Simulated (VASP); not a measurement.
# GaAsSe3 (Cc) in VASP: single point with PBE

Aim: the single point of GaAsSe3 with PBE.

Program: VASP 6.6.1. These are calculated values, not measurements. Logs are shortened: lines on timing, memory, paths and dates and some standing lists are left out, and cuts for length are marked.

## (1) The cell of the first run

The structure is monoclinic, space group Cc (No. 9). Conventional cell: a = 6.979 Å, b = 11.228 Å, c = 7.353 Å, α = 90.00°, β = 98.65°, γ = 90.00°. Ga (site symmetry 1) has 4 Se at 2.42 to 2.48 Å within 3.2 Å. Within 3.1 Å of As (site symmetry 1) lie 4 Se at 2.36 to 2.93 Å. Within 3.2 Å of Se (site symmetry 1) lie 2 Ga at 2.42 to 2.48 Å and 1 As at 2.78 Å. Within 3.2 Å of Se (site symmetry 1) lie 2 As at 2.45 to 2.93 Å and 1 Ga at 2.47 Å. Within 3.1 Å of Se (site symmetry 1) lie 1 As at 2.36 Å and 1 Ga at 2.45 Å.

## (2) Single point, PBE

Contents of INCAR:

```
SYSTEM = GaAsSe3
PREC     = Accurate       ! precision mode
ENCUT    = 500            ! plane-wave cutoff, eV
EDIFF    = 1E-6           ! SCF threshold, eV
ISMEAR   = 0              ! smearing method
SIGMA    = 0.02           ! smearing width, eV
LREAL    = .FALSE.        ! projectors in reciprocal space
LASPH    = .TRUE.         ! aspherical terms in the spheres
NELM     = 120            ! most SCF steps
ALGO     = Normal         ! electronic algorithm
ISIF     = 2              ! what is computed and relaxed
LWAVE    = .FALSE.        ! write WAVECAR
LCHARG   = .FALSE.        ! write CHGCAR
GGA      = PE             ! functional
NBANDS   = 47             ! bands
GGA_COMPAT= .FALSE.
```

Contents of KPOINTS:

```
Automatic mesh
0
G
  6 6 4
  0 0 0
```

Contents of POSCAR:

```
GaAsSe3
1.0
    3.4895741060     -5.6141345525      0.0130624875
    3.4895741060      5.6141345525      0.0130624875
   -1.1326408865      0.0000000000      7.2656203513
Ga As Se
2 2 6
Direct
    0.0732167904      0.9150146907      0.4794485946
    0.9150146907      0.0732167904      0.9794485946
    0.5679801432      0.3988478143      0.0274354825
    0.3988478143      0.5679801432      0.5274354825
    0.2019073642      0.0375685998      0.8128346397
    0.7306645919      0.5443066103      0.4208014360
    0.0375685998      0.2019073642      0.3128346397
    0.5443066103      0.7306645919      0.9208014360
    0.8774816778      0.4030117173      0.8844798472
    0.4030117173      0.8774816778      0.3844798472
```

Potentials or basis: VASP PAW PBE potentials, release 64 (Ga_d, As, Se).

Started as:

```bash
$ cat potpaw_PBE.64/Ga_d/POTCAR potpaw_PBE.64/As/POTCAR potpaw_PBE.64/Se/POTCAR > POTCAR
$ mpirun -np 1 vasp_std > vasp.out
```

OUTCAR:

```text
SYSTEM = GaAsSe3
   PREC = Accurate
   ENCUT = 500
   EDIFF = 1E-6
   ISMEAR = 0
   LREAL = .FALSE.
   LASPH = .TRUE.
   NELM = 120
   ISIF = 2
   GGA = PE

 ion  position               nearest neighbor table
   1  0.073  0.915  0.479-   7 2.42  10 2.45   6 2.47   5 2.48
   2  0.915  0.073  0.979-   5 2.42   9 2.45   8 2.47   7 2.48
   3  0.568  0.399  0.027-   9 2.36   8 2.45   5 2.78
   4  0.399  0.568  0.527-  10 2.36   6 2.45   7 2.78
   5  0.202  0.038  0.813-   2 2.42   1 2.48   3 2.78
   6  0.731  0.544  0.421-   4 2.45   1 2.47
   7  0.038  0.202  0.313-   1 2.42   2 2.48   4 2.78
   8  0.544  0.731  0.921-   3 2.45   2 2.47
   9  0.877  0.403  0.884-   3 2.36   2 2.45
  10  0.403  0.877  0.384-   4 2.36   1 2.45

  LATTYP: Found a base centered monoclinic cell.
 ALAT       =     6.9791971085
 B/A-ratio  =     1.6088196007
 C/A-ratio  =     1.0536132230
 COS(beta)  =    -0.1503304149

  Lattice vectors:

 A1 = (   3.4895741060,  -5.6141345525,   0.0130624875)
 A2 = (   3.4895741060,   5.6141345525,   0.0130624875)
 A3 = (  -1.1326408865,   0.0000000000,   7.2656203513)

Analysis of symmetry for initial positions (statically):
=====================================================================
 Subroutine PRICEL returns:
 Original cell was already a primitive cell.

 Routine SETGRP: Setting up the symmetry group for a
 base centered monoclinic supercell.

 Subroutine GETGRP returns: Found  2 space group operations
 (whereof  1 operations were pure point group operations)
 out of a pool of  4 trial point group operations.

The static configuration has the point symmetry C_1 .
 The point group associated with its full space group is C_1h.

Analysis of symmetry for dynamics (positions and initial velocities):
=====================================================================
 Subroutine PRICEL returns:
 Original cell was already a primitive cell.

 Routine SETGRP: Setting up the symmetry group for a
 base centered monoclinic supercell.

 Subroutine GETGRP returns: Found  2 space group operations
 (whereof  1 operations were pure point group operations)
 out of a pool of  4 trial point group operations.

The dynamic configuration has the point symmetry C_1 .
 The point group associated with its full space group is C_1h.

 Subroutine INISYM returns: Found  2 space group operations
 (whereof  1 operations are pure point group operations),
 and found     1 'primitive' translations

----------------------------------------------------------------------------------------

                                     Primitive cell

  volume of cell :     284.8468

  direct lattice vectors                    reciprocal lattice vectors
     3.489574106 -5.614134553  0.013062488     0.143200397 -0.089060922  0.022323576
     3.489574106  5.614134553  0.013062488     0.143200397  0.089060922  0.022323576
    -1.132640886  0.000000000  7.265620351    -0.000514905  0.000000000  0.137554228

  length of vectors
     6.610280239  6.610280239  7.353374359     0.170107447  0.170107447  0.137555192

  position of ions in fractional coordinates (direct lattice)
     0.073216790  0.915014691  0.479448595
     0.915014691  0.073216790  0.979448595
     0.567980143  0.398847814  0.027435483
     0.398847814  0.567980143  0.527435483
     0.201907364  0.037568600  0.812834640
     0.730664592  0.544306610  0.420801436
     0.037568600  0.201907364  0.312834640
     0.544306610  0.730664592  0.920801436
     0.877481678  0.403011717  0.884479847
     0.403011717  0.877481678  0.384479847

  ion indices of the primitive-cell ions
   primitive index   ion index
                 1           1
                 2           2
                 3           3
                 4           4
                 5           5
                 6           6
                 7           7
                 8           8
                 9           9
                10          10

----------------------------------------------------------------------------------------

 KPOINTS: Automatic mesh

Automatic generation of k-mesh.
 Grid dimensions read from file:
 generate k-points for:    6    6    4

 Generating k-lattice:

  Cartesian coordinates                     Fractional coordinates (reciprocal lattice)
     0.023866733 -0.014843487  0.003720596     0.166666667 -0.000000000  0.000000000
     0.023866733  0.014843487  0.003720596    -0.000000000  0.166666667  0.000000000
    -0.000128726  0.000000000  0.034388557    -0.000000000 -0.000000000  0.250000000

  Length of vectors
     0.028351241  0.028351241  0.034388798

  Shift w.r.t. Gamma in fractional coordinates (k-lattice)
     0.000000000  0.000000000  0.000000000

 Subroutine IBZKPT returns following result:
 ===========================================

 Found     47 irreducible k-points:

 Following reciprocal coordinates:
            Coordinates               Weight
  0.000000  0.000000  0.000000      1.000000
  0.166667  0.000000  0.000000      4.000000
  0.333333  0.000000  0.000000      4.000000
  0.500000  0.000000  0.000000      2.000000
  0.166667  0.166667  0.000000      2.000000
  0.333333  0.166667  0.000000      4.000000
[... 16 lines left out ...]
 -0.333333  0.166667  0.250000      4.000000
 -0.166667  0.166667  0.250000      4.000000
 [... further k-points ...]
   k-points           NKPTS =     47   k-points in BZ     NKDIM =     47   number of bands    NBANDS=     47
   number of dos      NEDOS =    301   number of ions     NIONS =     10
   total plane-waves  NPLWV = 124416
   dimension x,y,z NGX =    48 NGY =   48 NGZ =   54
   dimension x,y,z NGXF=    96 NGYF=   96 NGZF=  108
   ions per type =               2   2   6
   NGX,Y,Z   is equivalent  to a cutoff of  12.07, 12.07, 12.21 a.u.
   NGXF,Y,Z  is equivalent  to a cutoff of  24.14, 24.14, 24.42 a.u.
 SYSTEM =  GaAsSe3
   PREC   = accura    normal or accurate (medium, high low for compatibility)
   ISTART =      0    job   : 0-new  1-cont  2-samecut
   ICHARG =      2    charge: 1-file 2-atom 10-const
   ISPIN  =      1    spin polarized calculation?
   LNONCOLLINEAR =      F non collinear calculations
   LSORBIT =      F    spin-orbit coupling
   LASPH  =      T    aspherical Exc in radial PAW
   ENCUT  =  500.0 eV  36.75 Ry    6.06 a.u.  12.05 12.05 13.41*2*pi/ulx,y,z
   NELM   =    120;   NELMIN=  2; NELMDL= -5     # of ELM steps
   EDIFF  = 0.1E-05   stopping-criterion for ELM
   LREAL  =      F    real-space projection
   EDIFFG = 0.1E-04   stopping-criterion for IOM
   NSW    =      0    number of steps for IOM
   IBRION =     -1    ionic relax: 0-MD 1-quasi-New 2-CG
   NFREE  =      0    steps in history (QN), initial steepest desc. (CG)
   ISIF   =      2    stress and relaxation
   ISYM   =      2    0-nonsym 1-usesym 2-fastsym
   POTIM  = 0.5000    time-step for ionic-motion
   TEBEG  =    0.0;   TEEND  =   0.0 temperature during run
   PSTRESS=    0.0 pullay stress
   NELECT =      72.0000    total number of electrons
   NUPDOWN=      -1.0000    fix difference up-down
   EMIN   =  10.00;   EMAX   =-10.00  energy-range for DOS
   EFERMI =   0.00;   METHOD = LEGACY
   ISMEAR =     0;   SIGMA  =   0.02  broadening in eV -4-tet -1-fermi 0-gaus
   EFERMI_NEDOS =   21; number of points for ismear=-14 and -15
   IALGO  =     38    algorithm
   IMIX   =      4    mixing-type and parameters
     AMIX     =   0.40;   BMIX     =  1.00
     AMIX_MAG =   1.60;   BMIX_MAG =  1.00
  volume/ion in A,a.u.               =      28.48       192.22
  Fermi-wavevector in a.u.,A,eV,Ry     =   1.035099  1.956054 14.577690  1.071430
  Thomas-Fermi vector in A             =   2.169426
   LORBIT       =      0    0 simple, 1 ext, 2 COOP (PROOUT), +10 PAW based schemes
   GGA     = PE    functional components
   LHFCALC =     F    Hartree Fock is set to
   AEXX    =    0.0000 exact exchange contribution
   IVDW    =     0    specifies the selected vdW correction
   LEPSILON=     F    determine dielectric tensor
   LRPA    =     F    only Hartree local field effects (RPA)
 non-spin polarized calculation
 Gauss-broadening in eV      SIGMA  =   0.02
  energy-cutoff  :      500.00
  volume of cell :      284.85
 maximum number of plane-waves:      7259
   NGX = 25   NGY = 25   NGZ = 27

 number of electron      71.9999993 magnetization

 Free energy of the ion-electron system (eV)
  ---------------------------------------------------
  ext. energy  EPLUGINS =         0.00000000
  ---------------------------------------------------
  free energy    TOTEN  =       -38.93723156 eV

  energy without entropy =      -38.93723156  energy(sigma->0) =      -38.93723156

 E-fermi :   1.8610     XC(G=0):  -8.5441

 val. band max:        1.7130091362   @ k =   0.0000   0.0000   0.0000
 cond. band min:       2.9585272539   @ k =   0.5000   0.0000   0.0000
 fundamental gap:      1.2455181177
 Fermi energy:         1.8610096035

 k-point     1 :       0.0000    0.0000    0.0000
  band No.  band energies     occupation
      1     -12.8907      2.00000
      2     -12.8773      2.00000
      3     -12.8384      2.00000
      4     -12.8382      2.00000
      5     -12.8080      2.00000
      6     -12.7687      2.00000
[... 39 lines left out ...]
     46       6.9964      0.00000
     47       7.3086      0.00000

 k-point     2 :       0.1667    0.0000    0.0000
  band No.  band energies     occupation
      1     -12.8904      2.00000
      2     -12.8798      2.00000
      3     -12.8457      2.00000
      4     -12.8366      2.00000
      5     -12.8061      2.00000
      6     -12.7684      2.00000
[... 39 lines left out ...]
     46       6.9915      0.00000
     47       7.1794      0.00000

 k-point     3 :       0.3333    0.0000    0.0000
  band No.  band energies     occupation
      1     -12.8901      2.00000
      2     -12.8851      2.00000
      3     -12.8541      2.00000
      4     -12.8369      2.00000
      5     -12.8029      2.00000
      6     -12.7681      2.00000
[... 39 lines left out ...]
     46       7.0644      0.00000
     47       7.1200      0.00000

 k-point     4 :       0.5000    0.0000    0.0000
  band No.  band energies     occupation
      1     -12.8908      2.00000
      2     -12.8868      2.00000
      3     -12.8572      2.00000
      4     -12.8371      2.00000
      5     -12.8015      2.00000
      6     -12.7679      2.00000
[... 939 lines left out ...]
     46       7.0389      0.00000
     47       7.2745      0.00000

 k-point    23 :      -0.3333    0.1667    0.2500
  band No.  band energies     occupation
      1     -12.8922      2.00000
      2     -12.8765      2.00000
      3     -12.8600      2.00000
      4     -12.8396      2.00000
      5     -12.7982      2.00000
      6     -12.7751      2.00000
[... 39 lines left out ...]
     46       6.9315      0.00000
     47       7.3111      0.00000

 k-point    24 :      -0.1667    0.1667    0.2500
  band No.  band energies     occupation
      1     -12.8899      2.00000
      2     -12.8790      2.00000
      3     -12.8499      2.00000
      4     -12.8382      2.00000
      5     -12.8017      2.00000
      6     -12.7763      2.00000
[... 39 lines left out ...]
     46       6.8293      0.00000
     47       7.2937      0.00000

 [... further k-points ...]

------------------------ aborting loop because EDIFF is reached ----------------------------------------

  FORCE on cell =-STRESS in cart. coord.  units (eV):
  Direction    XX          YY          ZZ          XY          YZ          ZX
  --------------------------------------------------------------------------------------
  -------------------------------------------------------------------------------------
  Total        0.1896739      0.2760213      0.1497442      0.0000000      0.0000000     -0.0725939
  in kB        1.0668586      1.5525368      0.8422661      0.0000000      0.0000000     -0.4083187
  external PRESSURE =       1.1538872 kB  Pullay stress =       0.0000000 kB

 VOLUME and BASIS-vectors are now :
 -----------------------------------------------------------------------------
  energy-cutoff  :      500.00
  volume of cell :      284.85
      direct lattice vectors                 reciprocal lattice vectors
     3.489574106 -5.614134553  0.013062488     0.143200397 -0.089060922  0.022323576
     3.489574106  5.614134553  0.013062488     0.143200397  0.089060922  0.022323576
    -1.132640886  0.000000000  7.265620351    -0.000514905  0.000000000  0.137554228

 POSITION                                       TOTAL-FORCE (eV/Angst)
 -----------------------------------------------------------------------------------
      2.90546      4.72597      3.49640        -0.003638      0.004240      0.001799
      2.33914     -4.72597      7.12921        -0.003638     -0.004240      0.001799
      3.34274     -0.94953      0.21196        -0.036234      0.008297      0.025510
      2.77642      0.94953      3.84478        -0.036234     -0.008297      0.025510
     -0.08498     -0.92262      5.90888         0.009446     -0.009166      0.005700
      3.97249     -1.04624      3.07404        -0.002058     -0.020583     -0.008718
      0.48134      0.92262      2.27607         0.009446      0.009166      0.005700
      3.40617      1.04624      6.70685        -0.002058      0.020583     -0.008718
      3.46658     -2.66374      6.44302         0.032484     -0.018665     -0.024291
      4.03290      2.66374      2.81021         0.032484      0.018665     -0.024291
 -----------------------------------------------------------------------------------
    total drift:                               -0.001550     -0.000000      0.002255

  FREE ENERGIE OF THE ION-ELECTRON SYSTEM (eV)
  ---------------------------------------------------
  free  energy   TOTEN  =       -38.9372315564 eV

  energy  without entropy=      -38.9372315564  energy(sigma->0) =      -38.93723156
```

Run time: 15 min. Hardware: 1 thread of Intel Xeon 8259CL, shared host; peak memory 0.67 GiB.

What came out:

```
Free energy            : -38.9372 eV
Pressure               : 0.1 GPa
Largest force          : 0.045 eV/Å
Band gap on the k mesh : 1.25 eV (least direct gap 1.35 eV)
```

Forces on the atoms (eV/Å):
```
Ga  -0.004  0.004  0.002
Ga  -0.004 -0.004  0.002
As  -0.036  0.008  0.026
As  -0.036 -0.008  0.026
Se   0.009 -0.009  0.006
Se  -0.002 -0.021 -0.009
Se   0.009  0.009  0.006
Se  -0.002  0.021 -0.009
Se   0.032 -0.019 -0.024
Se   0.032  0.019 -0.024
```
